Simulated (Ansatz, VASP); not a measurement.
CoO in VASP and in Ansatz

```
CELL_PARAMETERS angstrom
3.19765 0.00000 0.00000
-1.59882 2.76924 0.00000
0.00000 0.00000 5.22871
ATOMIC_POSITIONS crystal
Co 0.00000 0.00000 0.00347
Co 0.33333 0.66667 0.50336
O 0.00000 0.00000 0.37161
O 0.33333 0.66667 0.87156
```

Alike in both runs: task single point; functional PBEsol; k mesh 12 × 12 × 8; occupations gaussian, width 0.1 eV; collinear spin.

|  | VASP | Ansatz |
| --- | --- | --- |
| version | VASP 6.6.1 | Ansatz 0.2.0 |
| potentials or method | VASP PAW PBE potentials, release 64 (Co, O), cutoff 520 eV | scalar-relativistic, plane waves, PAW |
| valence electrons in the cell | 30 | 46 |

|  | VASP | Ansatz | Ansatz less VASP |
| --- | --- | --- | --- |
| gap on the k mesh at the Fermi level (eV) | none | none | - |
| pressure (GPa) | -10.0 | -9.8 | +0.20 |
| traceless stress, the component that is largest in VASP (GPa) | 1.20 | 1.25 | +0.052 |
| rms of the force components (eV/Å) | 0.062 | 0.065 | +0.0028 |
| net moment per atom (μB) | 0.00 | 0.00 | 0.000 |
| size of the moment on the site where the two differ most (μB) | 2.24 | 2.09 | -0.148 |

VASP's potentials were made for PBE, not for PBEsol. Site moments also hang on the region over which each program counts them. Atom by atom the forces differ by 0.003 eV/Å (rms over components). A gap of «none» marks a metal or a gap that the smearing closes. VASP's potentials hold 30 valence electrons a cell and Ansatz's 46, so a difference there can come from the potentials and not from the codes.
